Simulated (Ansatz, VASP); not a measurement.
# One calculation of BaS, two programs

```
Ba S
1.0
     3.83376    0.00000    0.00000
     0.00000    3.83376    0.00000
     0.00000    0.00000    3.83376
Ba S
1 1
Direct
  0.00000 0.00000 0.00000
  0.50000 0.50000 0.50000
```

Alike in both runs: task single point; functional r2SCANh; k mesh 4 × 4 × 4; no spin polarisation.

```csv
,VASP,Ansatz
version,VASP 6.6.1,Ansatz 0.2.0
potentials or method,"VASP PAW PBE potentials, release 64 (Ba_sv, S)","plane waves, PAW"
plane-wave cutoff (eV),520,500
occupations,"gaussian, width 0.01 eV",fixed
valence electrons in the cell,16,16
```

```tsv
	VASP	Ansatz	Ansatz less VASP
gap on the k mesh at the Fermi level (eV)	2.39	2.50	+0.104
pressure (GPa)	0.8	-0.1	-0.85
```

VASP's potentials were made for PBE, not for r2SCANh. Ansatz's warnings: stress exchange threshold loose, stress scf threshold loose.

Spin-orbit coupling is off throughout.
